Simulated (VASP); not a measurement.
Wanted: the native input for a VASP 6.6.1 run.

| Property | Result |
| --- | --- |
| Task | single point |
| Functional | r2SCAN |
| Potentials or basis | VASP PAW PBE potentials, release 64 (Li_sv) |
| Cutoff | 520 eV |
| k mesh | 7 × 7 × 10 |
| Occupations | methfessel-paxton, width 0.1 eV |
| Spin | no spin polarisation |
| Dipole correction | no |
| Further INCAR settings | ALGO = Normal; EDIFF = 1e-06; NBANDS = 12 |

Crystal: Li.

```
Li
1.0
     4.98977    0.00000    0.00000
    -2.49488    4.32126    0.00000
     0.00000    0.00000    2.91272
Li
3
Cartesian
  0.0000 0.0000 0.0000
  2.4949 1.4404 1.4564
  0.0000 2.8808 1.4564
```

This isn't the form of Li at room conditions, which is bcc.

The input as run:

POSCAR

```
Li
1.0
    4.9897716069      0.0000000000      0.0000000000
   -2.4948807621      4.3212617716      0.0000000000
    0.0000000000      0.0000000000      2.9127157935
Li
3
Direct
    0.0000000000      0.0000000000      0.0000000000
    0.6666666667      0.3333333333      0.5000000000
    0.3333333333      0.6666666667      0.5000000000
```

INCAR.step1

```
ALGO = Normal ; EDIFF = 1E-4
ENCUT = 520 ; GGA = PE
ISMEAR = 1 ; LASPH = True
LCHARG = False ; LREAL = False
LWAVE = True ; NBANDS = 12
NELM = 100 ; PREC = Accurate
SIGMA = 0.1
```

INCAR.step2

```
ALGO = Normal ; EDIFF = 1E-6
ENCUT = 520 ; ISIF = 2
ISMEAR = 1 ; ISTART = 1
LASPH = True ; LCHARG = True
LELF = True ; LMIXTAU = True
LREAL = False ; LVHAR = True
LWAVE = False ; METAGGA = R2SCAN
NBANDS = 12 ; NELM = 100
PREC = Accurate ; SIGMA = 0.1
```

KPOINTS

```
k-points
0
Gamma
  7 7 10
```

Potentials or basis: VASP PAW PBE potentials, release 64 (Li_sv).

Run with:

```console
$ cat potpaw_PBE.64/Li_sv/POTCAR > POTCAR
$ cp INCAR.step1 INCAR
$ mpirun -np 1 vasp_std > vasp.out
$ cp INCAR.step2 INCAR
$ mpirun -np 1 vasp_std > vasp.out
```

It gave:

```yaml
Band_gap_on_the_k_mesh: zero (an odd number of electrons rules out a gap without spin polarisation)
```

It took 5.3 min on 1 thread of Intel Xeon 8259CL (shared host), peak memory 0.2 GiB.
